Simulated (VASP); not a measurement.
BN, 4 atoms in the cell. The structure is monoclinic, space group Pm (No. 6). The conventional cell has a = 2.506 Å, b = 6.592 Å, c = 2.506 Å, α = 90.00°, β = 120.00°, γ = 90.00°. Within 1.9 Å of B (site symmetry m) lie 3 N at 1.39 to 1.56 Å. B (site symmetry m) has 3 N at 1.43 to 1.49 Å within 1.9 Å. N (site symmetry m) has 3 B at 1.43 to 1.49 Å within 1.9 Å. N (site symmetry m) has 3 B at 1.39 to 1.56 Å within 1.9 Å.  This cell differs from its parent crystal: atoms displaced along several vibrational modes.

| Quantity | Value |
| --- | --- |
| Program | VASP 6.6.1 |
| Task | single point |
| Functional | PBE |
| Dispersion | D3(BJ) |
| Potentials or basis | VASP PAW PBE potentials, release 64 (B, N) |
| Cutoff | 520 eV |
| k mesh | 12 × 12 × 4 |
| Occupations | methfessel-paxton, width 0.05 eV |
| Spin | no spin polarisation |
| Dipole correction | no |
| Further INCAR settings | ALGO = Normal; EDIFF = 1e-07; NBANDS = 16 |

Potentials or basis: VASP PAW PBE potentials, release 64 (B, N).

Run with:

```bash
$ cat potpaw_PBE.64/B/POTCAR potpaw_PBE.64/N/POTCAR > POTCAR
$ mpirun -np 1 vasp_std > vasp.out
```

Hardware: 1 thread of Intel(R) Xeon(R) 6975P-C (Granite Rapids), with other jobs on the host.

How long does it take, and how much memory?

Wall time 54 s on 1 thread of Intel(R) Xeon(R) 6975P-C (Granite Rapids), on a shared host, peak memory 0.24 GiB. Counts: scf iterations 14, k points 222.
